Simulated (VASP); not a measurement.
Wanted: the native input for a VASP 6.6.1 run.

* Task: single point
* Functional: PBE
* Potentials or basis: VASP PAW PBE potentials, release 64 (C, N)
* Cutoff: 520 eV
* k mesh: 7 × 3 × 1
* Occupations: gaussian, width 0.1 eV
* Spin: no spin polarisation
* Dipole correction: yes
* Further INCAR settings: ALGO = Normal; EDIFF = 1e-07; NBANDS = 34

The structure of C10N lies in POSCAR:

```
C10N
1.0
    4.2718357705      0.0000000000      0.0000000000
   -2.1359178852      8.6110540228      0.0000000000
    0.0000000000      0.0000000000     20.2788015587
C N
10 1
Direct
    0.1564123854      0.9794914374      0.1972503152
    0.8230790520      0.9794914374      0.1972503152
    0.6461581041      0.9589828748      0.2574344417
    0.3128247708      0.9589828748      0.2574344417
    0.1338042381      0.9383827998      0.3175270229
    0.8045779070      0.9383826011      0.3175270277
    0.6222260717      0.9176686260      0.3778997877
    0.2954419668      0.9176686383      0.3778996956
    0.0947392598      0.8987954532      0.4329047980
    0.8040521936      0.8987947219      0.4329053437
    0.8447392598      1.6487954532      0.4453388034
```

These files were run (other wordings do the same):

INCAR

```
SYSTEM = C10N
PREC = Accurate ; ENCUT = 520
EDIFF = 1E-7 ; ISMEAR = 0
SIGMA = 0.1 ; LREAL = .FALSE.
LASPH = .TRUE. ; NELM = 60
ALGO = Normal ; ISIF = 2
LWAVE = .FALSE. ; LCHARG = .FALSE.
LDIPOL = .TRUE. ; IDIPOL = 3
DIPOL = 0.5 0.5 0.328 ; GGA = PE
NBANDS = 34
```

KPOINTS

```
Automatic mesh
0
G
  7 3 1
  0 0 0
```

Potentials or basis: VASP PAW PBE potentials, release 64 (C, N).

Command:

```console
$ cat potpaw_PBE.64/C/POTCAR potpaw_PBE.64/N/POTCAR > POTCAR
$ mpirun -np 1 vasp_std > vasp.out
```

Results of the run:

The largest force is 7.361 eV/Å and the band gap on the k mesh is zero (an odd number of electrons rules out a gap without spin polarisation).

Caveat: an odd number of electrons without spin polarisation forces a metal; a magnetic or distorted state may lie lower.

Wall time 16 min on 1 thread of Oxide Virtual Turin-like Processor (shared host), peak memory 0.75 GiB.
